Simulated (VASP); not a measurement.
# As (Pm-3m) in VASP: notebook, part 3 of 3

VASP 6.6.1. Earlier steps stand in the parts before.

### Step 6. Single point, r2SCAN

The input, POSCAR:

```
As
1.0
    2.7567085743      0.0000000000      0.0000000000
    0.0000000000      2.7567085743      0.0000000000
    0.0000000000      0.0000000000      2.7567085743
As
1
Direct
    0.5000000000      0.5000000000      0.5000000000
```

The input, INCAR.step1:

```
SYSTEM = As
PREC = Accurate ; ENCUT = 520
ISMEAR = -1 ; SIGMA = 0.05
LREAL = .FALSE. ; LASPH = .TRUE.
NELM = 60 ; NBANDS = 8
GGA = PE ; ALGO = Normal
EDIFF = 1E-4 ; LWAVE = .TRUE.
LCHARG = .FALSE.
```

The input, INCAR.step2:

```
SYSTEM = As
PREC = Accurate ; ENCUT = 520
EDIFF = 1E-6 ; ISMEAR = -1
SIGMA = 0.05 ; LREAL = .FALSE.
LASPH = .TRUE. ; NELM = 60
ALGO = Normal ; ISIF = 2
LWAVE = .FALSE. ; LCHARG = .TRUE.
METAGGA = R2SCAN ; LMIXTAU = .TRUE.
LELF = .TRUE. ; LVHAR = .TRUE.
NBANDS = 8 ; ISTART = 1
```

The input, KPOINTS:

```
regular mesh
0
G
  10 10 10
  0 0 0
```

Potentials or basis: VASP PAW PBE potentials, release 64 (As).

On the command line:

```sh
$ cat potpaw_PBE.64/As/POTCAR > POTCAR
$ cp INCAR.step1 INCAR
$ mpirun -np 1 vasp_std > vasp.out
$ cp INCAR.step2 INCAR
$ mpirun -np 1 vasp_std > vasp.out
```

OUTCAR:

```text
SYSTEM = As
   PREC = Accurate
   ENCUT = 520
   EDIFF = 1E-6
   ISMEAR = -1
   LREAL = .FALSE.
   LASPH = .TRUE.
   NELM = 60
   ISIF = 2
   METAGGA = R2SCAN
   ISTART = 1

 ion  position               nearest neighbor table
   1  0.500  0.500  0.500-

  LATTYP: Found a simple cubic cell.
 ALAT       =     2.7567085743

  Lattice vectors:

 A1 = (   2.7567085743,   0.0000000000,   0.0000000000)
 A2 = (   0.0000000000,   2.7567085743,   0.0000000000)
 A3 = (   0.0000000000,   0.0000000000,   2.7567085743)

Analysis of symmetry for initial positions (statically):
=====================================================================
 Subroutine PRICEL returns:
 Original cell was already a primitive cell.

 Routine SETGRP: Setting up the symmetry group for a
 simple cubic supercell.

 Subroutine GETGRP returns: Found 48 space group operations
[... 9 lines left out ...]

 Routine SETGRP: Setting up the symmetry group for a
 simple cubic supercell.

 Subroutine GETGRP returns: Found 48 space group operations
[... 11 lines left out ...]
                                     Primitive cell

  volume of cell :      20.9494

  direct lattice vectors                    reciprocal lattice vectors
     2.756708574  0.000000000  0.000000000     0.362751438  0.000000000  0.000000000
     0.000000000  2.756708574  0.000000000     0.000000000  0.362751438  0.000000000
     0.000000000  0.000000000  2.756708574     0.000000000  0.000000000  0.362751438

  length of vectors
     2.756708574  2.756708574  2.756708574     0.362751438  0.362751438  0.362751438

  position of ions in fractional coordinates (direct lattice)
     0.500000000  0.500000000  0.500000000

  ion indices of the primitive-cell ions
   primitive index   ion index
                 1           1

----------------------------------------------------------------------------------------

 KPOINTS: regular mesh

[... 74 lines left out ...]
   ISYM   =      2    0-nonsym 1-usesym 2-fastsym
   POTIM  = 0.5000    time-step for ionic-motion
   TEBEG  =    0.0;   TEEND  =   0.0 temperature during run
   PSTRESS=    0.0 pullay stress
   NELECT =       5.0000    total number of electrons
   NUPDOWN=      -1.0000    fix difference up-down
   EMIN   =  10.00;   EMAX   =-10.00  energy-range for DOS
[... 5 lines left out ...]
     AMIX     =   0.40;   BMIX     =  1.00
     AMIX_MAG =   1.60;   BMIX_MAG =  1.00
  volume/ion in A,a.u.               =      20.95       141.37
  Fermi-wavevector in a.u.,A,eV,Ry     =   1.015486  1.918990 14.030491  1.031212
  Thomas-Fermi vector in A             =   2.148775
   LORBIT       =      0    0 simple, 1 ext, 2 COOP (PROOUT), +10 PAW based schemes
   METAGGA = R2SCAN    functional components
   LHFCALC =     F    Hartree Fock is set to
   AEXX    =    0.0000 exact exchange contribution
   IVDW    =     0    specifies the selected vdW correction
   LEPSILON=     F    determine dielectric tensor
   LRPA    =     F    only Hartree local field effects (RPA)
 non-spin polarized calculation
  energy-cutoff  :      520.00
  volume of cell :       20.95
 maximum number of plane-waves:       587
 NGX is ok and might be reduce to    24
   NGX = 11   NGY = 11   NGZ = 11

 number of electron       5.0000000 magnetization

 Free energy of the ion-electron system (eV)
  ---------------------------------------------------
  ext. energy  EPLUGINS =         0.00000000
  ---------------------------------------------------
  free energy    TOTEN  =       -14.55445180 eV

  energy without entropy =      -14.55258855  energy(sigma->0) =      -14.55352018

 E-fermi :   5.1303     XC(G=0): -10.6517

 val. band max:        5.1247150075   @ k =   0.3000   0.3000   0.3000
 cond. band min:       5.2023301967   @ k =   0.2000   0.2000   0.0000
 fundamental gap:      0.0776151892
 Fermi energy:         5.1303211516

 k-point     1 :       0.0000    0.0000    0.0000
  band No.  band energies     occupation
      1     -10.0173      2.00000
      2       9.2528      0.00000
      3       9.2528      0.00000
      4       9.2528      0.00000
      5      13.9995      0.00000
      6      13.9995      0.00000
      7      16.2095      0.00000
      8      30.3778      0.00000
[... 243 lines left out ...]
 k-point    24 :       0.3000    0.1000    0.1000
  band No.  band energies     occupation
      1      -8.0976      2.00000
      2       1.7918      2.00000
      3       8.5704      0.00000
      4       9.0781      0.00000
      5      17.9598      0.00000
      6      18.0897      0.00000
      7      20.3634      0.00000
      8      21.0352      0.00000

 [... further k-points ...]
[... 5 lines left out ...]
  --------------------------------------------------------------------------------------
  -------------------------------------------------------------------------------------
  Total       -0.6144097     -0.6144097     -0.6144097      0.0000000      0.0000000     -0.0000000
  in kB      -46.9889824    -46.9889824    -46.9889824      0.0000000      0.0000000     -0.0000000
  external PRESSURE =     -46.9889824 kB  Pullay stress =       0.0000000 kB

 VOLUME and BASIS-vectors are now :
 -----------------------------------------------------------------------------
  energy-cutoff  :      520.00
  volume of cell :       20.95
      direct lattice vectors                 reciprocal lattice vectors
     2.756708574  0.000000000  0.000000000     0.362751438  0.000000000  0.000000000
     0.000000000  2.756708574  0.000000000     0.000000000  0.362751438  0.000000000
     0.000000000  0.000000000  2.756708574     0.000000000  0.000000000  0.362751438

 POSITION                                       TOTAL-FORCE (eV/Angst)
 -----------------------------------------------------------------------------------
      1.37835      1.37835      1.37835         0.000000      0.000000      0.000000
 -----------------------------------------------------------------------------------
    total drift:                                0.000000     -0.000000     -0.000000

  FREE ENERGIE OF THE ION-ELECTRON SYSTEM (eV)
  ---------------------------------------------------
  free  energy   TOTEN  =       -14.5544518018 eV

  energy  without entropy=      -14.5525885543  energy(sigma->0) =      -14.55352018
```

OUTCAR.step1:

```text
SYSTEM = As
   PREC = Accurate
   ENCUT = 520
   ISMEAR = -1
   LREAL = .FALSE.
   LASPH = .TRUE.
[... 481 lines left out ...]
 -----------------------------------------------------------------------------------
      1.37835      1.37835      1.37835         0.000000      0.000000      0.000000
 -----------------------------------------------------------------------------------
    total drift:                                0.000000     -0.000000     -0.000000

  FREE ENERGIE OF THE ION-ELECTRON SYSTEM (eV)
  ---------------------------------------------------
  free  energy   TOTEN  =        -4.5679951484 eV

  energy  without entropy=       -4.5658059941  energy(sigma->0) =       -4.56690057
```

OSZICAR.step1:

```text
N       E                     dE             d eps       ncg     rms          rms(c)
DAV:   1     0.883354260802E+01    0.88335E+01   -0.20736E+03   912   0.460E+02
DAV:   2    -0.439989519926E+01   -0.13233E+02   -0.12818E+02  1168   0.596E+01
DAV:   3    -0.456232137901E+01   -0.16243E+00   -0.16233E+00  1048   0.929E+00
DAV:   4    -0.456249418546E+01   -0.17281E-03   -0.17281E-03  1368   0.332E-01
DAV:   5    -0.456249430839E+01   -0.12293E-06   -0.12275E-06  1040   0.585E-03    0.185E+00
DAV:   6    -0.456558800617E+01   -0.30937E-02   -0.86487E-04  1112   0.209E-01    0.110E+00
DAV:   7    -0.456793557893E+01   -0.23476E-02   -0.23495E-03   968   0.333E-01    0.840E-02
DAV:   8    -0.456799514843E+01   -0.59569E-04   -0.84916E-05  1064   0.656E-02
   1 F= -.45679951E+01 E0= -.45669006E+01  d E =-.218915E-02
```

Wall time 16 s (1 thread of AMD EPYC 9R45 (Zen 5), shared host); peak memory 0.11 GiB.

Results:

| Property | Result |
| --- | --- |
| Free energy | -14.5545 eV |
| Pressure | -4.7 GPa |

Caveat: the PAW data sets were made with another functional, which shifts forces and pressure a little.

### Step 7. The runs side by side

| level | cell | k mesh | grid for exact exchange (PRECFOCK) | gap on the mesh (eV) | pressure (GPa) |
| --- | --- | --- | --- | --- | --- |
| PBE0 | a = 2.757 Å, 1 atom | 6 × 6 × 6 | Normal | none | -3.1 |
| r2SCAN | a = 2.704 Å, 1 atom | 10 × 10 × 10 | - | none | -0.2 |
| r2SCAN | a = 2.722 Å, 1 atom | 10 × 10 × 10 | - | none | -1.9 |
| r2SCAN | a = 2.739 Å, 1 atom | 10 × 10 × 10 | - | none | -3.4 |
| r2SCAN | a = 2.757 Å, 1 atom | 10 × 10 × 10 | - | none | -4.7 |

Alike in all rows: task single point; potentials or basis VASP PAW PBE potentials, release 64 (As); no spin polarisation; cutoff (eV) 520; smearing fermi-dirac 0.05 eV.

Caveats: some runs use coarse meshes; the PAW data sets were made with another functional, which shifts forces and pressure a little.

Total energies depend on the potentials used, so only differences within one code and one set of settings carry meaning.
